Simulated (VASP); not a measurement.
# TiNb3 (Pm-3m) in VASP: relaxation of cell and atoms with PBE

Aim: the relaxation of cell and atoms of TiNb3 with PBE.

Everything below comes from runs of VASP 6.6.1. Logs are shortened: lines on timing, memory, paths and dates and some standing lists are left out, and cuts for length are marked.

### Step 1. The cell of the first run

The structure is cubic, space group Pm-3m (No. 221). The conventional cell has a = 3.930 Å, b = 3.930 Å, c = 3.930 Å, α = 90.00°, β = 90.00°, γ = 90.00°. Ti (site symmetry m-3m) has 12 Nb at 2.78 Å within 3.7 Å. Nb (site symmetry 4/mmm) has 4 Ti at 2.78 Å and 8 Nb at 2.78 Å within 3.7 Å.

### Step 2. Relaxation of cell and atoms, PBE

INCAR reads:

```
  PREC = Accurate
  ENCUT = 600
  EDIFF = 1E-7
  ISMEAR = 0
  SIGMA = 0.1
  LREAL = False
  LASPH = True
  NELM = 100
  ALGO = Normal
  ISIF = 3
  LWAVE = False
  LCHARG = False
  GGA = PE
  IBRION = 2
  NSW = 90
  EDIFFG = -0.04
```

KPOINTS reads:

```
regular mesh
0
Gamma
  4 4 4
```

POSCAR reads:

```
TiNb3
1.0
    3.9302728843      0.0000000000      0.0000000000
    0.0000000000      3.9302728843      0.0000000000
    0.0000000000      0.0000000000      3.9302728843
Ti Nb
1 3
Direct
    0.0000000000      0.0000000000      0.0000000000
    0.0000000000      0.5000000000      0.5000000000
    0.5000000000      0.0000000000      0.5000000000
    0.5000000000      0.5000000000      0.0000000000
```

Potentials or basis: VASP PAW PBE potentials, release 64 (Ti_sv, Nb_sv).

Started as:

```
$ cat potpaw_PBE.64/Ti_sv/POTCAR potpaw_PBE.64/Nb_sv/POTCAR > POTCAR
$ mpirun -np 1 vasp_std > vasp.out
```

OUTCAR:

```text
PREC = Accurate
   ENCUT = 600
   EDIFF = 1E-7
   ISMEAR = 0
   LREAL = False
   LASPH = True
   NELM = 100
   ISIF = 3
   GGA = PE
   IBRION = 2
   NSW = 90
   EDIFFG = -0.04

 ion  position               nearest neighbor table
   1  0.000  0.000  0.000-   2 2.78   3 2.78   4 2.78   2 2.78   3 2.78   2 2.78   4 2.78   2 2.78
                             3 2.78   4 2.78   3 2.78   4 2.78
   2  0.000  0.500  0.500-   1 2.78   3 2.78   4 2.78   1 2.78   4 2.78   1 2.78   3 2.78   1 2.78
                             3 2.78   4 2.78   4 2.78   3 2.78
   3  0.500  0.000  0.500-   1 2.78   2 2.78   4 2.78   1 2.78   4 2.78   2 2.78   4 2.78   4 2.78
                             1 2.78   2 2.78   1 2.78   2 2.78
   4  0.500  0.500  0.000-   1 2.78   2 2.78   3 2.78   2 2.78   3 2.78   1 2.78   3 2.78   3 2.78
                             1 2.78   2 2.78   2 2.78   1 2.78

  LATTYP: Found a simple cubic cell.
 ALAT       =     3.9302728843

  Lattice vectors:

 A1 = (   3.9302728843,   0.0000000000,   0.0000000000)
 A2 = (   0.0000000000,   3.9302728843,   0.0000000000)
 A3 = (   0.0000000000,   0.0000000000,   3.9302728843)

Analysis of symmetry for initial positions (statically):
=====================================================================
 Subroutine PRICEL returns:
 Original cell was already a primitive cell.

 Routine SETGRP: Setting up the symmetry group for a
 simple cubic supercell.

 Subroutine GETGRP returns: Found 48 space group operations
 (whereof 48 operations were pure point group operations)
 out of a pool of 48 trial point group operations.

The static configuration has the point symmetry O_h .

Analysis of symmetry for dynamics (positions and initial velocities):
=====================================================================
 Subroutine PRICEL returns:
 Original cell was already a primitive cell.

 Routine SETGRP: Setting up the symmetry group for a
 simple cubic supercell.

 Subroutine GETGRP returns: Found 48 space group operations
 (whereof 48 operations were pure point group operations)
 out of a pool of 48 trial point group operations.

The dynamic configuration has the point symmetry O_h .

 Subroutine INISYM returns: Found 48 space group operations
 (whereof 48 operations are pure point group operations),
 and found     1 'primitive' translations

----------------------------------------------------------------------------------------

                                     Primitive cell

  volume of cell :      60.7111

  direct lattice vectors                    reciprocal lattice vectors
     3.930272884  0.000000000  0.000000000     0.254435259  0.000000000  0.000000000
     0.000000000  3.930272884  0.000000000     0.000000000  0.254435259  0.000000000
     0.000000000  0.000000000  3.930272884     0.000000000  0.000000000  0.254435259

  length of vectors
     3.930272884  3.930272884  3.930272884     0.254435259  0.254435259  0.254435259

  position of ions in fractional coordinates (direct lattice)
     0.000000000  0.000000000  0.000000000
     0.000000000  0.500000000  0.500000000
     0.500000000  0.000000000  0.500000000
     0.500000000  0.500000000  0.000000000

  ion indices of the primitive-cell ions
   primitive index   ion index
                 1           1
                 2           2
                 3           3
                 4           4

----------------------------------------------------------------------------------------

 KPOINTS: regular mesh

Automatic generation of k-mesh.
 Grid dimensions read from file:
 generate k-points for:    4    4    4

 Generating k-lattice:

  Cartesian coordinates                     Fractional coordinates (reciprocal lattice)
     0.063608815  0.000000000  0.000000000     0.250000000  0.000000000  0.000000000
     0.000000000  0.063608815  0.000000000     0.000000000  0.250000000  0.000000000
     0.000000000  0.000000000  0.063608815     0.000000000  0.000000000  0.250000000

  Length of vectors
     0.063608815  0.063608815  0.063608815

  Shift w.r.t. Gamma in fractional coordinates (k-lattice)
     0.000000000  0.000000000  0.000000000

 Subroutine IBZKPT returns following result:
 ===========================================

 Found     10 irreducible k-points:

 Following reciprocal coordinates:
            Coordinates               Weight
  0.000000  0.000000  0.000000      1.000000
  0.250000  0.000000  0.000000      6.000000
  0.500000  0.000000  0.000000      3.000000
  0.250000  0.250000  0.000000     12.000000
  0.500000  0.250000  0.000000     12.000000
  0.500000  0.500000  0.000000      3.000000
  0.250000  0.250000  0.250000      8.000000
  0.500000  0.250000  0.250000     12.000000
  0.500000  0.500000  0.250000      6.000000
  0.500000  0.500000  0.500000      1.000000
   k-points           NKPTS =     10   k-points in BZ     NKDIM =     10   number of bands    NBANDS=     30
   number of dos      NEDOS =    301   number of ions     NIONS =      4
   total plane-waves  NPLWV =  32768
   dimension x,y,z NGX =    32 NGY =   32 NGZ =   32
   dimension x,y,z NGXF=    64 NGYF=   64 NGZF=   64
   ions per type =               1   3
   NGX,Y,Z   is equivalent  to a cutoff of  13.54, 13.54, 13.54 a.u.
   NGXF,Y,Z  is equivalent  to a cutoff of  27.07, 27.07, 27.07 a.u.
 SYSTEM =  unknown system
   PREC   = accura    normal or accurate (medium, high low for compatibility)
   ISTART =      0    job   : 0-new  1-cont  2-samecut
   ICHARG =      2    charge: 1-file 2-atom 10-const
   ISPIN  =      1    spin polarized calculation?
   LNONCOLLINEAR =      F non collinear calculations
   LSORBIT =      F    spin-orbit coupling
   LASPH  =      T    aspherical Exc in radial PAW
   ENCUT  =  600.0 eV  44.10 Ry    6.64 a.u.   7.85  7.85  7.85*2*pi/ulx,y,z
   NELM   =    100;   NELMIN=  2; NELMDL= -5     # of ELM steps
   EDIFF  = 0.1E-06   stopping-criterion for ELM
   LREAL  =      F    real-space projection
   EDIFFG = -.4E-01   stopping-criterion for IOM
   NSW    =     90    number of steps for IOM
   IBRION =      2    ionic relax: 0-MD 1-quasi-New 2-CG
   NFREE  =      1    steps in history (QN), initial steepest desc. (CG)
   ISIF   =      3    stress and relaxation
   ISYM   =      2    0-nonsym 1-usesym 2-fastsym
   POTIM  = 0.5000    time-step for ionic-motion
   TEBEG  =    0.0;   TEEND  =   0.0 temperature during run
   PSTRESS=    0.0 pullay stress
   NELECT =      51.0000    total number of electrons
   NUPDOWN=      -1.0000    fix difference up-down
   EMIN   =  10.00;   EMAX   =-10.00  energy-range for DOS
   EFERMI =   0.00;   METHOD = LEGACY
   ISMEAR =     0;   SIGMA  =   0.10  broadening in eV -4-tet -1-fermi 0-gaus
   EFERMI_NEDOS =   21; number of points for ismear=-14 and -15
   IALGO  =     38    algorithm
   IMIX   =      4    mixing-type and parameters
     AMIX     =   0.40;   BMIX     =  1.00
     AMIX_MAG =   1.60;   BMIX_MAG =  1.00
  volume/ion in A,a.u.               =      15.18       102.42
  Fermi-wavevector in a.u.,A,eV,Ry     =   1.544693  2.919047 32.464542  2.386077
  Thomas-Fermi vector in A             =   2.650178
   LORBIT       =      0    0 simple, 1 ext, 2 COOP (PROOUT), +10 PAW based schemes
   GGA     = PE    functional components
   LHFCALC =     F    Hartree Fock is set to
   AEXX    =    0.0000 exact exchange contribution
   IVDW    =     0    specifies the selected vdW correction
   LEPSILON=     F    determine dielectric tensor
   LRPA    =     F    only Hartree local field effects (RPA)
 conjugate gradient relaxation of ions
 non-spin polarized calculation
 Gauss-broadening in eV      SIGMA  =   0.10
  energy-cutoff  :      600.00
  volume of cell :       60.71
 maximum number of plane-waves:      2048
 NGX is ok and might be reduce to    32
   NGX = 15   NGY = 15   NGZ = 15

--------------------------------------- Ionic step        1  -------------------------------------------

 number of electron      50.9999998 magnetization

 Free energy of the ion-electron system (eV)
  ---------------------------------------------------
  ext. energy  EPLUGINS =         0.00000000
  ---------------------------------------------------
  free energy    TOTEN  =       -36.31990629 eV

  energy without entropy =      -36.30010957  energy(sigma->0) =      -36.31000793

------------------------ aborting loop because EDIFF is reached ----------------------------------------

  FORCE on cell =-STRESS in cart. coord.  units (eV):
  Direction    XX          YY          ZZ          XY          YZ          ZX
  --------------------------------------------------------------------------------------
  -------------------------------------------------------------------------------------
  Total       13.7676653     13.7676653     13.7676653     -0.0000000      0.0000000     -0.0000000
  in kB      363.3312626    363.3312626    363.3312626     -0.0000000      0.0000000     -0.0000000
  external PRESSURE =     363.3312626 kB  Pullay stress =       0.0000000 kB

 VOLUME and BASIS-vectors are now :
 -----------------------------------------------------------------------------
  energy-cutoff  :      600.00
  volume of cell :       60.71
      direct lattice vectors                 reciprocal lattice vectors
     3.930272884  0.000000000  0.000000000     0.254435259  0.000000000  0.000000000
     0.000000000  3.930272884  0.000000000     0.000000000  0.254435259  0.000000000
     0.000000000  0.000000000  3.930272884     0.000000000  0.000000000  0.254435259

 POSITION                                       TOTAL-FORCE (eV/Angst)
 -----------------------------------------------------------------------------------
      0.00000      0.00000      0.00000         0.000000      0.000000      0.000000
      0.00000      1.96514      1.96514         0.000000      0.000000      0.000000
      1.96514      0.00000      1.96514         0.000000      0.000000      0.000000
      1.96514      1.96514      0.00000         0.000000      0.000000      0.000000
 -----------------------------------------------------------------------------------
    total drift:                                0.000000     -0.000000     -0.000000

  FREE ENERGIE OF THE ION-ELECTRON SYSTEM (eV)
  ---------------------------------------------------
  free  energy   TOTEN  =       -36.3199062903 eV

  energy  without entropy=      -36.3001095744  energy(sigma->0) =      -36.31000793

--------------------------------------- Ionic step        2  -------------------------------------------

 number of electron      50.9999998 magnetization

 E-fermi :   7.2375     XC(G=0): -10.8295

 val. band max:        7.2372238999   @ k =   0.2500   0.2500   0.0000
 cond. band min:       7.2495076477   @ k =   0.5000   0.5000   0.2500
 fundamental gap:      0.0122837478
 Fermi energy:         7.2374586617

 k-point     1 :       0.0000    0.0000    0.0000
  band No.  band energies     occupation
      1     -50.2352      2.00000
      2     -47.9701      2.00000
      3     -47.9048      2.00000
      4     -47.9048      2.00000
      5     -26.4351      2.00000
      6     -26.4351      2.00000
[... 379 lines left out ...]
 POSITION                                       TOTAL-FORCE (eV/Angst)
 -----------------------------------------------------------------------------------
      0.00000      0.00000      0.00000         0.000000      0.000000      0.000000
     -0.00000      2.09697      2.09697         0.000000      0.000000      0.000000
      2.09697     -0.00000      2.09697        -0.000000      0.000000      0.000000
      2.09697      2.09697     -0.00000         0.000000      0.000000      0.000000
 -----------------------------------------------------------------------------------
    total drift:                                0.000000     -0.000000     -0.000000

  FREE ENERGIE OF THE ION-ELECTRON SYSTEM (eV)
  ---------------------------------------------------
  free  energy   TOTEN  =       -37.5011157029 eV

  energy  without entropy=      -37.4553499867  energy(sigma->0) =      -37.47823284

--------------------------------------- Ionic step        4  -------------------------------------------

 number of electron      51.0000002 magnetization

 Free energy of the ion-electron system (eV)
  ---------------------------------------------------
  ext. energy  EPLUGINS =         0.00000000
  ---------------------------------------------------
  free energy    TOTEN  =       -37.50536129 eV

  energy without entropy =      -37.45942052  energy(sigma->0) =      -37.48239090

 E-fermi :  10.4891     XC(G=0): -12.1467

 val. band max:       10.4793083336   @ k =   0.5000   0.2500   0.0000
 cond. band min:      10.5774959144   @ k =   0.5000   0.2500   0.2500
 fundamental gap:      0.0981875808
 Fermi energy:        10.4890586969

 k-point     1 :       0.0000    0.0000    0.0000
  band No.  band energies     occupation
      1     -46.3922      2.00000
      2     -44.2103      2.00000
      3     -43.9989      2.00000
      4     -43.9989      2.00000
      5     -22.6717      2.00000
      6     -22.6717      2.00000
[... 341 lines left out ...]
 POSITION                                       TOTAL-FORCE (eV/Angst)
 -----------------------------------------------------------------------------------
      0.00000      0.00000      0.00000         0.000000      0.000000      0.000000
     -0.00000      2.09019      2.09019         0.000000      0.000000      0.000000
      2.09019     -0.00000      2.09019        -0.000000      0.000000      0.000000
      2.09019      2.09019     -0.00000         0.000000      0.000000      0.000000
 -----------------------------------------------------------------------------------
    total drift:                                0.000000     -0.000000     -0.000000

  FREE ENERGIE OF THE ION-ELECTRON SYSTEM (eV)
  ---------------------------------------------------
  free  energy   TOTEN  =       -37.5053612880 eV

  energy  without entropy=      -37.4594205218  energy(sigma->0) =      -37.48239090

 reached required accuracy - stopping structural energy minimisation
```

It took 65 s on 1 thread of Intel Xeon 6975P-C (Granite Rapids), shared host; peak memory 0.18 GiB.

Results:

```yaml
Free_energy: -37.5054 eV
Relaxed_volume: 18.26 Å³/atom
Relaxed_cell: a = 4.180 Å, b = 4.180 Å, c = 4.180 Å, α = 90.00°, β = 90.00°, γ = 90.00°
Space_group_after_relaxing_to_0.1_Å: Pm-3m (No. 221)
Energy_gained_by_relaxing: 296.4 meV/atom
Ionic_steps: 4
Pressure_after_relaxing: -0.3 GPa
Band_gap_on_the_k_mesh: zero (an odd number of electrons rules out a gap without spin polarisation)
```

Step by step:
| step | energy change (eV) | largest force (eV/Å) | pressure (GPa) | volume (Å³) |
| --- | --- | --- | --- | --- |
| 1 | 0.0000 | 0.0000 | 36.33 | 60.71 |
| 2 | 1.0013 | 0.0000 | -24.28 | 96.25 |
| 3 | -1.1812 | 0.0000 | -1.62 | 73.77 |
| 4 | -1.1855 | 0.0000 | -0.28 | 73.05 |

Final structure:
```xyz
4
Lattice="4.1804 0.0000 0.0000 0.0000 4.1804 0.0000 0.0000 0.0000 4.1804" Properties=species:S:1:pos:R:3 pbc="T T T"
Ti    0.0000    0.0000    0.0000
Nb    0.0000    2.0902    2.0902
Nb    2.0902    0.0000    2.0902
Nb    2.0902    2.0902    0.0000
```

Caveat: the k points lie up to 0.38 Å⁻¹ apart in the final cell, too coarse for converged energies and pressures of a metal; the volume moved by over 15 % at a fixed basis, so the end points are rough.

The gap in the log of VASP goes by the Fermi energy; the results here count the filled bands.